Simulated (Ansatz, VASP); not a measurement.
## One calculation of NbP, two programs

Contents of INCAR:

```
SYSTEM = NbP
  ALGO = Normal
  EDIFF = 1E-6
  EDIFFG = -0.04
  ENCUT = 600
  GGA = PE
  IBRION = 2
  ISIF = 3
  ISMEAR = 0
  LASPH = .TRUE.
  LCHARG = .FALSE.
  LREAL = .FALSE.
  LWAVE = .FALSE.
  NELM = 60
  NSW = 90
  PREC = Accurate
  SIGMA = 0.1
```

The input KPOINTS:

```
k-points
0
G
  6 6 4
  0 0 0
```

The input POSCAR:

```
NbP
1.0
    3.7345308958      0.0000000000      0.0000000000
    0.0000000000      3.7345308958      0.0000000000
    0.0000000000      0.0000000000      4.7189045287
Nb P
2 2
Direct
    0.0000000000      0.5000000000      0.2351000000
    0.5000000000      0.0000000000      0.7649000000
    0.0000000000      0.0000000000      0.0000000000
    0.5000000000      0.5000000000      0.0000000000
```

Input for Ansatz:

```yaml
crystal:
  lattice:
    - [3.7345308958, 0.0, 0.0]
    - [0.0, 3.7345308958, 0.0]
    - [0.0, 0.0, 4.7189045287]
  atoms:
    - { symbol: Nb, position: [0.0, 0.5, 0.2351] }
    - { symbol: Nb, position: [0.5, 0.0, 0.7649] }
    - { symbol: P, position: [0.0, 0.0, 0.0] }
    - { symbol: P, position: [0.5, 0.5, 0.0] }
basis:
  ecutwfc: 420
kpoints:
  mp_grid: { grid: [6, 6, 4] }
hamiltonian:
  xc: pbe
scf:
  occupations: { method: gaussian, width: 0.1 }
  lower_state_search: "off"
output:
  forces: true
  stress: true
  eigenvalues: true
relax:
  adjacent_minimum: "off"
  f_tol: 0.04
  max_steps: 70
  cell: { stress_tol: 0.4 }
```

Alike in both runs: task relaxation of cell and atoms; functional PBE; k mesh 6 × 6 × 4; occupations gaussian, width 0.1 eV; no spin polarisation.

```csv
,VASP,Ansatz
version,VASP 6.6.1,Ansatz 0.2.0
potentials or method,"VASP PAW PBE potentials, release 64 (Nb_sv, P), cutoff 600 eV","scalar-relativistic, plane waves, PAW"
valence electrons in the cell,36,36
```

```csv
,VASP,Ansatz,Ansatz less VASP
"gap on the k mesh at the Fermi level, each at its own relaxed structure (eV)",none,none,-
relaxed volume (Å³/atom),16.41,16.45,+0.036
relaxed cell length with the largest relative difference (Å),5.670,5.679,+0.0092
```

A gap of «none» marks a metal or a gap that the smearing closes.
